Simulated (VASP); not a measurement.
# YRh5 (P6/mmm) in VASP: further runs

Runs on YRh5. Level: LDA. Tasks: single point, relaxation of cell and atoms.

All numbers are computed with VASP 6.6.1; they aren't measurements. Logs are shortened: lines on timing, memory, paths and dates and some standing lists are left out, and cuts for length are marked.

## Step 1: The cell of the first run

It takes space group P6/mmm (No. 191, hexagonal). The conventional cell has a = 5.119 Å, b = 5.119 Å, c = 4.230 Å, α = 90.00°, β = 90.00°, γ = 120.00°. Y (site symmetry 6/mmm) has 18 Rh at 2.96 to 3.32 Å within 3.9 Å. Within 3.4 Å of Rh (site symmetry -6m2) lie 9 Rh at 2.58 to 2.96 Å and 3 Y at 2.96 Å. Within 3.4 Å of Rh (site symmetry mmm) lie 8 Rh at 2.56 to 2.58 Å and 4 Y at 3.32 Å.

## Step 2: Single point, LDA

File INCAR:

```
SYSTEM = YRh5
  ALGO = Normal
  EDIFF = 1E-6
  ENCUT = 520
  GGA = CA
  ISIF = 2
  ISMEAR = -1
  LASPH = .TRUE.
  LCHARG = .FALSE.
  LREAL = .FALSE.
  LWAVE = .FALSE.
  NBANDS = 52
  NELM = 60
  PREC = Accurate
  SIGMA = 0.1
```

File KPOINTS:

```
k-points
0
G
  6 6 6
  0 0 0
```

File POSCAR:

```
YRh5
1.0
    5.1188240233      0.0000000000      0.0000000000
   -2.5594120116      4.4330316417      0.0000000000
    0.0000000000      0.0000000000      4.2296697271
Y Rh
1 5
Direct
    0.0000000000      0.0000000000      0.0000000000
    0.3333333333      0.6666666667      0.0000000000
    0.6666666667      0.3333333333      0.0000000000
    0.5000000000      0.0000000000      0.5000000000
    0.5000000000      0.5000000000      0.5000000000
    0.0000000000      0.5000000000      0.5000000000
```

Potentials or basis: VASP PAW LDA potentials, release 64 (Y_sv, Rh_pv).

Started as:

```console
$ cat potpaw_LDA.64/Y_sv/POTCAR potpaw_LDA.64/Rh_pv/POTCAR > POTCAR
$ mpirun -np 1 vasp_std > vasp.out
```

OUTCAR:

```text
SYSTEM = YRh5
   EDIFF = 1E-6
   ENCUT = 520
   GGA = CA
   ISIF = 2
   ISMEAR = -1
   LASPH = .TRUE.
   LREAL = .FALSE.
   NELM = 60
   PREC = Accurate

 ion  position               nearest neighbor table
   1  0.000  0.000  0.000-   2 2.96   3 2.96   2 2.96   3 2.96   3 2.96   2 2.96   6 3.32   6 3.32
                             6 3.32   6 3.32   4 3.32   4 3.32   4 3.32   4 3.32   5 3.32   5 3.32
   2  0.333  0.667  0.000-   4 2.58   4 2.58   6 2.58   6 2.58   5 2.58   5 2.58   1 2.96   3 2.96
                             3 2.96   1 2.96   1 2.96   3 2.96
   3  0.667  0.333  0.000-   4 2.58   4 2.58   6 2.58   6 2.58   5 2.58   5 2.58   1 2.96   2 2.96
                             2 2.96   1 2.96   1 2.96   2 2.96
   4  0.500  0.000  0.500-   5 2.56   5 2.56   6 2.56   6 2.56   2 2.58   3 2.58   2 2.58   3 2.58
                             1 3.32   1 3.32   1 3.32   1 3.32
   5  0.500  0.500  0.500-   4 2.56   4 2.56   6 2.56   6 2.56   2 2.58   3 2.58   2 2.58   3 2.58
                             1 3.32   1 3.32   1 3.32   1 3.32
   6  0.000  0.500  0.500-   5 2.56   5 2.56   4 2.56   4 2.56   2 2.58   3 2.58   2 2.58   3 2.58
                             1 3.32   1 3.32   1 3.32   1 3.32

  LATTYP: Found a hexagonal cell.
 ALAT       =     5.1188240233
 C/A-ratio  =     0.8262971549

  Lattice vectors:

 A1 = (   5.1188240233,   0.0000000000,   0.0000000000)
 A2 = (  -2.5594120116,   4.4330316417,   0.0000000000)
 A3 = (   0.0000000000,   0.0000000000,   4.2296697271)

Analysis of symmetry for initial positions (statically):
=====================================================================
 Subroutine PRICEL returns:
 Original cell was already a primitive cell.

 Routine SETGRP: Setting up the symmetry group for a
 hexagonal supercell.

 Subroutine GETGRP returns: Found 24 space group operations
 (whereof 24 operations were pure point group operations)
 out of a pool of 24 trial point group operations.

The static configuration has the point symmetry D_6h.

Analysis of symmetry for dynamics (positions and initial velocities):
=====================================================================
 Subroutine PRICEL returns:
 Original cell was already a primitive cell.

 Routine SETGRP: Setting up the symmetry group for a
 hexagonal supercell.

 Subroutine GETGRP returns: Found 24 space group operations
 (whereof 24 operations were pure point group operations)
 out of a pool of 24 trial point group operations.

The dynamic configuration has the point symmetry D_6h.

 Subroutine INISYM returns: Found 24 space group operations
 (whereof 24 operations are pure point group operations),
 and found     1 'primitive' translations

----------------------------------------------------------------------------------------

                                     Primitive cell

  volume of cell :      95.9793

  direct lattice vectors                    reciprocal lattice vectors
     5.118824023  0.000000000  0.000000000     0.195357370  0.112789630  0.000000000
    -2.559412012  4.433031642  0.000000000     0.000000000  0.225579261  0.000000000
     0.000000000  0.000000000  4.229669727     0.000000000  0.000000000  0.236425079

  length of vectors
     5.118824023  5.118824023  4.229669727     0.225579261  0.225579261  0.236425079

  position of ions in fractional coordinates (direct lattice)
     0.000000000  0.000000000  0.000000000
     0.333333333  0.666666667  0.000000000
     0.666666667  0.333333333  0.000000000
     0.500000000  0.000000000  0.500000000
     0.500000000  0.500000000  0.500000000
     1.000000000  0.500000000  0.500000000

  ion indices of the primitive-cell ions
   primitive index   ion index
                 1           1
                 2           2
                 3           3
                 4           4
                 5           5
                 6           6

----------------------------------------------------------------------------------------

 KPOINTS: k-points

Automatic generation of k-mesh.
 Grid dimensions read from file:
 generate k-points for:    6    6    6

 Generating k-lattice:

  Cartesian coordinates                     Fractional coordinates (reciprocal lattice)
     0.032559562  0.018798272  0.000000000     0.166666667 -0.000000000  0.000000000
     0.000000000  0.037596543  0.000000000     0.000000000  0.166666667  0.000000000
     0.000000000  0.000000000  0.039404180     0.000000000  0.000000000  0.166666667

  Length of vectors
     0.037596543  0.037596543  0.039404180

  Shift w.r.t. Gamma in fractional coordinates (k-lattice)
     0.000000000  0.000000000  0.000000000

 Subroutine IBZKPT returns following result:
 ===========================================

 Found     28 irreducible k-points:

 Following reciprocal coordinates:
            Coordinates               Weight
  0.000000  0.000000  0.000000      1.000000
  0.166667  0.000000  0.000000      6.000000
  0.333333  0.000000  0.000000      6.000000
  0.500000  0.000000  0.000000      3.000000
  0.166667  0.166667  0.000000      6.000000
  0.333333  0.166667  0.000000     12.000000
[... 16 lines left out ...]
  0.166667  0.000000  0.500000      6.000000
  0.333333  0.000000  0.500000      6.000000
 [... further k-points ...]
   k-points           NKPTS =     28   k-points in BZ     NKDIM =     28   number of bands    NBANDS=     52
   number of dos      NEDOS =    301   number of ions     NIONS =      6
   total plane-waves  NPLWV =  51200
   dimension x,y,z NGX =    40 NGY =   40 NGZ =   32
   dimension x,y,z NGXF=    80 NGYF=   80 NGZF=   64
   ions per type =               1   5
   NGX,Y,Z   is equivalent  to a cutoff of  12.99, 12.99, 12.58 a.u.
   NGXF,Y,Z  is equivalent  to a cutoff of  25.98, 25.98, 25.16 a.u.
 SYSTEM =  YRh5
   PREC   = accura    normal or accurate (medium, high low for compatibility)
   ISTART =      0    job   : 0-new  1-cont  2-samecut
   ICHARG =      2    charge: 1-file 2-atom 10-const
   ISPIN  =      1    spin polarized calculation?
   LNONCOLLINEAR =      F non collinear calculations
   LSORBIT =      F    spin-orbit coupling
   LASPH  =      T    aspherical Exc in radial PAW
   ENCUT  =  520.0 eV  38.22 Ry    6.18 a.u.   9.52  9.52  7.86*2*pi/ulx,y,z
   NELM   =     60;   NELMIN=  2; NELMDL= -5     # of ELM steps
   EDIFF  = 0.1E-05   stopping-criterion for ELM
   LREAL  =      F    real-space projection
   EDIFFG = 0.1E-04   stopping-criterion for IOM
   NSW    =      0    number of steps for IOM
   IBRION =     -1    ionic relax: 0-MD 1-quasi-New 2-CG
   NFREE  =      0    steps in history (QN), initial steepest desc. (CG)
   ISIF   =      2    stress and relaxation
   ISYM   =      2    0-nonsym 1-usesym 2-fastsym
   POTIM  = 0.5000    time-step for ionic-motion
   TEBEG  =    0.0;   TEEND  =   0.0 temperature during run
   PSTRESS=    0.0 pullay stress
   NELECT =      86.0000    total number of electrons
   NUPDOWN=      -1.0000    fix difference up-down
   EMIN   =  10.00;   EMAX   =-10.00  energy-range for DOS
   EFERMI =   0.00;   METHOD = LEGACY
   ISMEAR =    -1;   SIGMA  =   0.10  broadening in eV -4-tet -1-fermi 0-gaus
   EFERMI_NEDOS =   21; number of points for ismear=-14 and -15
   IALGO  =     38    algorithm
   IMIX   =      4    mixing-type and parameters
     AMIX     =   0.40;   BMIX     =  1.00
     AMIX_MAG =   1.60;   BMIX_MAG =  1.00
  volume/ion in A,a.u.               =      16.00       107.95
  Fermi-wavevector in a.u.,A,eV,Ry     =   1.578272  2.982501 33.891325  2.490942
  Thomas-Fermi vector in A             =   2.678828
   LORBIT       =      0    0 simple, 1 ext, 2 COOP (PROOUT), +10 PAW based schemes
   GGA     = CA    functional components
   LHFCALC =     F    Hartree Fock is set to
   AEXX    =    0.0000 exact exchange contribution
   IVDW    =     0    specifies the selected vdW correction
   LEPSILON=     F    determine dielectric tensor
   LRPA    =     F    only Hartree local field effects (RPA)
 non-spin polarized calculation
  energy-cutoff  :      520.00
  volume of cell :       95.98
 maximum number of plane-waves:      2631
 NGX is ok and might be reduce to    40
   NGX = 19   NGY = 19   NGZ = 15

 number of electron      85.9999986 magnetization

 Free energy of the ion-electron system (eV)
  ---------------------------------------------------
  ext. energy  EPLUGINS =         0.00000000
  ---------------------------------------------------
  free energy    TOTEN  =       -52.04573635 eV

  energy without entropy =      -51.78936091  energy(sigma->0) =      -51.91754863

 E-fermi :   9.1243     XC(G=0): -13.1866

 val. band max:        9.1239162857   @ k =   0.3333   0.3333   0.5000
 cond. band min:       9.1314957308   @ k =   0.1667   0.1667   0.0000
 fundamental gap:      0.0075794451
 Fermi energy:         9.1242785901

 k-point     1 :       0.0000    0.0000    0.0000
  band No.  band energies     occupation
      1     -37.7246      2.00000
      2     -37.5656      2.00000
      3     -37.1874      2.00000
      4     -37.1874      2.00000
      5     -37.0586      2.00000
      6     -37.0586      2.00000
[... 44 lines left out ...]
     51      12.9495      0.00000
     52      12.9495      0.00000

 k-point     2 :       0.1667    0.0000    0.0000
  band No.  band energies     occupation
      1     -37.6833      2.00000
      2     -37.5486      2.00000
      3     -37.1953      2.00000
      4     -37.1640      2.00000
      5     -37.1631      2.00000
      6     -37.0586      2.00000
[... 44 lines left out ...]
     51      13.3464      0.00000
     52      13.5972      0.00000
[... 1153 lines left out ...]
     51      11.6508      0.00000
     52      13.6467      0.00000

 k-point    24 :       0.3333    0.0000    0.5000
  band No.  band energies     occupation
      1     -37.7328      2.00000
      2     -37.3031      2.00000
      3     -37.2119      2.00000
      4     -37.1996      2.00000
      5     -37.1718      2.00000
      6     -37.0654      2.00000
[... 44 lines left out ...]
     51      12.3586      0.00000
     52      13.7207      0.00000

 [... further k-points ...]

------------------------ aborting loop because EDIFF is reached ----------------------------------------

  FORCE on cell =-STRESS in cart. coord.  units (eV):
  Direction    XX          YY          ZZ          XY          YZ          ZX
  --------------------------------------------------------------------------------------
  -------------------------------------------------------------------------------------
  Total        0.3289090      0.3289090      0.3792538      0.0000000     -0.0000000      0.0000000
  in kB        5.4904611      5.4904611      6.3308654      0.0000000     -0.0000000      0.0000000
  external PRESSURE =       5.7705959 kB  Pullay stress =       0.0000000 kB

 VOLUME and BASIS-vectors are now :
 -----------------------------------------------------------------------------
  energy-cutoff  :      520.00
  volume of cell :       95.98
      direct lattice vectors                 reciprocal lattice vectors
     5.118824023  0.000000000  0.000000000     0.195357370  0.112789630  0.000000000
    -2.559412012  4.433031642  0.000000000     0.000000000  0.225579261  0.000000000
     0.000000000  0.000000000  4.229669727     0.000000000  0.000000000  0.236425079

 POSITION                                       TOTAL-FORCE (eV/Angst)
 -----------------------------------------------------------------------------------
      0.00000      0.00000      0.00000        -0.000000      0.000000      0.000000
     -0.00000      2.95535      0.00000         0.000000     -0.000000     -0.000000
      2.55941      1.47768      0.00000        -0.000000      0.000000      0.000000
      2.55941      0.00000      2.11483         0.000000      0.000000      0.000000
      1.27971      2.21652      2.11483         0.000000      0.000000      0.000000
     -1.27971      2.21652      2.11483        -0.000000      0.000000      0.000000
 -----------------------------------------------------------------------------------
    total drift:                               -0.000000     -0.000000     -0.000000

  FREE ENERGIE OF THE ION-ELECTRON SYSTEM (eV)
  ---------------------------------------------------
  free  energy   TOTEN  =       -52.0457363486 eV

  energy  without entropy=      -51.7893609067  energy(sigma->0) =      -51.91754863
```

It took 3.2 min on 1 thread of Intel Xeon 8259CL, shared host; peak memory 0.26 GiB.

What came out:

| Property | Result |
| --- | --- |
| Free energy | -52.0457 eV |
| Pressure | 0.6 GPa |
| Band gap on the k mesh | zero (bands 43 and 44 overlap by 1.88 eV) |

Levels at points of the mesh, in eV from the Fermi level:
```
           k point  band 39  band 40  band 41  band 42  band 43  band 44  band 45  band 46  band 47  band 48
(0.00, 0.00, 0.00)    -0.65    -0.62    -0.30    -0.30     1.41     1.41     1.77     2.32     2.85     2.85
(0.50, 0.00, 0.00)    -0.96    -0.92    -0.84    -0.73    -0.64    -0.47    -0.16     1.22     1.43     2.89
(0.00, 0.00, 0.50)    -0.39    -0.39     0.20     0.20     0.49     0.81     0.81     1.52     1.52     1.77
(0.50, 0.00, 0.50)    -0.76    -0.67    -0.60    -0.53     0.10     0.11     1.00     1.02     1.52     1.76
```

(Part 1 of 2 ends here.)
